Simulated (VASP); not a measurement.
A run of VASP 6.6.1:

The input INCAR:

```
SYSTEM = MgO
PREC     = Accurate       ! precision mode
ENCUT    = 520            ! plane-wave cutoff, eV
EDIFF    = 1E-6           ! SCF threshold, eV
ISMEAR   = 0              ! smearing method
SIGMA    = 0.05           ! smearing width, eV
LREAL    = .FALSE.        ! projectors in reciprocal space
LASPH    = .TRUE.         ! aspherical terms in the spheres
NELM     = 80             ! most SCF steps
ALGO     = Normal         ! electronic algorithm
ISIF     = 2              ! what is computed and relaxed
LWAVE    = .FALSE.        ! write WAVECAR
LCHARG   = .FALSE.        ! write CHGCAR
GGA      = PS             ! functional
NBANDS   = 11             ! bands
```

File KPOINTS:

```
Automatic mesh
0
G
  9 9 8
  0 0 0
```

The input POSCAR:

```
MgO
1.0
    2.9380209034      0.0000000000      0.0000000000
   -1.4690104517      2.5444007392      0.0000000000
    0.0000000000      0.0000000000      2.6796800000
Mg O
1 1
Direct
   -0.0393019851     -0.0786039702     -0.0746357774
    0.3333333333      0.6666666667      0.5000000000
```

Potentials or basis: VASP PAW PBE potentials, release 64 (Mg, O).

The run is started by

```console
$ cat potpaw_PBE.64/Mg/POTCAR potpaw_PBE.64/O/POTCAR > POTCAR
$ mpirun -np 1 vasp_std > vasp.out
```

Hardware: 1 thread of AMD EPYC 9R45 (Zen 5) (shared host).

Estimate the wall time of this run.

It took 27 s on 1 thread of AMD EPYC 9R45 (Zen 5), with other jobs on the host, peak memory 0.13 GiB. Counts: scf iterations 12, k points 185.
